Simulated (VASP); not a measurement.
**EuAlIr: single point with PBE**

EuAlIr:

```
Eu Al Ir
1.0
     4.25138    0.00000    0.00000
    -2.12569    3.68181    0.00000
     0.00000    0.00000    4.28183
Eu Al Ir
1 1 1
Direct
  0.66667 0.33333 0.50000
  0.33333 0.66667 0.00000
  0.00000 0.00000 0.00000
```

The cell was generated, and may not be a known phase.

| Quantity | Value |
| --- | --- |
| Program | VASP 6.6.1 |
| Task | single point |
| Functional | PBE |
| Potentials or basis | VASP PAW PBE potentials, release 64 (Eu, Al, Ir) |
| Cutoff | 520 eV |
| k mesh | 6 × 6 × 4 |
| Occupations | gaussian, width 0.1 eV |
| Spin | collinear spin, ferromagnetic start |
| Starting moments | [7.0, 0.0, 0.0] μB |
| Dipole correction | no |
| Further INCAR settings | ALGO = Fast; EDIFF = 1e-07; NBANDS = 26 |

- Pressure: -0.1 GPa
- Net moment: 6.81 μB per cell
- Site moments: Eu +6.47; Al +0.00; Ir -0.07 μB
- Valence electrons inside the program's atomic spheres: Eu 14.69; Al 0.84; Ir 8.37

Levels at points of the mesh, in eV from the Fermi level:
Spin up:
| k point | band 16 | band 17 | band 18 | band 19 | band 20 | band 21 |
| --- | --- | --- | --- | --- | --- | --- |
| (0.00, 0.00, 0.00) | -0.14 | -0.14 | 1.42 | 1.58 | 1.69 | 1.82 |
| (0.50, 0.00, 0.00) | -0.25 | -0.24 | -0.24 | 1.21 | 1.81 | 1.97 |
| (0.00, 0.00, 0.50) | -0.25 | -0.24 | -0.12 | 2.97 | 2.97 | 3.36 |
| (0.50, 0.00, 0.50) | -0.27 | -0.22 | -0.19 | -0.10 | 0.18 | 0.65 |
Spin down:
```
           k point  band 7  band 8  band 9  band 10  band 11  band 12  band 13  band 14  band 15  band 16
(0.00, 0.00, 0.00)   -3.21   -2.87   -1.77    -1.77     1.35     1.68     1.86     1.86     4.21     4.21
(0.50, 0.00, 0.00)   -2.45   -2.39   -2.20    -2.07    -1.96     1.38     1.55     2.05     4.01     4.32
(0.00, 0.00, 0.50)   -3.41   -3.11   -2.10    -2.10    -1.04     3.17     3.17     3.79     3.97     3.97
(0.50, 0.00, 0.50)   -2.86   -2.14   -1.85    -1.74    -1.07     0.03     0.60     0.86     4.24     4.34
```

Run time: 5.8 min on 1 thread of Oxide Virtual Turin-like Processor (shared host), peak memory 0.23 GiB.

Caveat: the k points lie up to 0.37 Å⁻¹ apart; spin-orbit coupling is left out, which moves the levels of the heavy elements; semilocal functionals describe open f shells poorly, which spoils levels, moments and volumes. The state reached can hang on the start; a lower one may exist.
